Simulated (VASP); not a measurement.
Here is a VASP 6.6.1 calculation.

INCAR

```
SYSTEM = Na
ALGO     = Normal         ! electronic algorithm
EDIFF    = 1E-6           ! SCF threshold, eV
EDIFFG   = -0.005         ! ionic threshold
ENCUT    = 600            ! plane-wave cutoff, eV
GGA      = PS             ! functional
IBRION   = 2              ! ionic algorithm
ISIF     = 3              ! what is computed and relaxed
ISMEAR   = -1             ! smearing method
LASPH    = .TRUE.         ! aspherical terms in the spheres
LCHARG   = .FALSE.        ! write CHGCAR
LREAL    = .FALSE.        ! projectors in reciprocal space
LWAVE    = .FALSE.        ! write WAVECAR
NELM     = 60             ! most SCF steps
NSW      = 60             ! ionic steps
PREC     = Accurate       ! precision mode
PSTRESS  = 2.9          
SIGMA    = 0.1            ! smearing width, eV
```

Contents of KPOINTS:

```
k-points
0
G
  12 12 7
  0 0 0
```

Contents of POSCAR:

```
Na
1.0
    3.6882234757      0.0000000000      0.0000000000
   -1.8441117378      3.1940952248      0.0000000000
    0.0000000000      0.0000000000      5.9749220306
Na
2
Direct
    0.3333333333      0.6666666667      0.2500000000
    0.6666666667      0.3333333333      0.7500000000
```

Potentials or basis: VASP PAW PBE potentials, release 64 (Na_pv).

Run with:

```console
$ cat potpaw_PBE.64/Na_pv/POTCAR > POTCAR
$ mpirun -np 1 vasp_std > vasp.out
```

Question: Predict the relaxed volume.

Answer: 35.21 Å³/atom.

Question: Predict the relaxed cell.

Answer: a = 3.681 Å, b = 3.681 Å, c = 6.001 Å, α = 90.00°, β = 90.00°, γ = 120.00°.

Question: Estimate the space group after relaxing (to 0.1 Å).

Answer: P6_3/mmc (No. 194).

Final structure:
```
Na
1.0
     3.68120    0.00000    0.00000
    -1.84060    3.18802    0.00000
     0.00000    0.00000    6.00074
Na
2
Direct
  0.33333 0.66667 0.25000
  0.66667 0.33333 0.75000
```

Caveat: the cell is relaxed towards a set pressure, so the run minimises the enthalpy, not the energy; the PAW data sets were made with another functional, which shifts forces and pressure a little.
